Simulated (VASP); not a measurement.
Input of a VASP 6.6.1 run:

Contents of INCAR:

```
ALGO = Fast
EDIFF = 1E-8
ENCUT = 520
GGA = PE
IBRION = 8
ISIF = 2
ISMEAR = 0
LASPH = True
LCHARG = False
LREAL = False
LWAVE = False
NELM = 80
NSW = 1
PREC = Accurate
SIGMA = 0.03
```

Contents of KPOINTS:

```
k-points
0
Gamma
  12 12 8
```

Contents of POSCAR:

```
TiTe2
1.0
    3.7231245464      0.0000000000      0.0000000000
   -1.8615622732      3.2243204387      0.0000000000
    0.0000000000      0.0000000000      6.4991069129
Ti Te
1 2
Direct
    0.0000000000      0.0000000000      0.0000000000
    0.3333333333      0.6666666667      0.2662975837
    0.6666666667      0.3333333333      0.7337024163
```

Potentials or basis: VASP PAW PBE potentials, release 64 (Ti_sv, Te).

Run with:

```sh
$ cat potpaw_PBE.64/Ti_sv/POTCAR potpaw_PBE.64/Te/POTCAR > POTCAR
$ mpirun -np 1 vasp_std > vasp.out
```

**Question.** Estimate the highest phonon frequency at Γ, LO-TO splitting left out.

**Answer.** 276 cm⁻¹.

Phonon frequencies in cm⁻¹ (negative: imaginary):
```tsv
q point	frequencies
(0.000, 0.000, 0.000)	0 0 0 100 100 146 173 173 276
```

Caveat: the cell stands under pressure or tension, which shifts response properties.
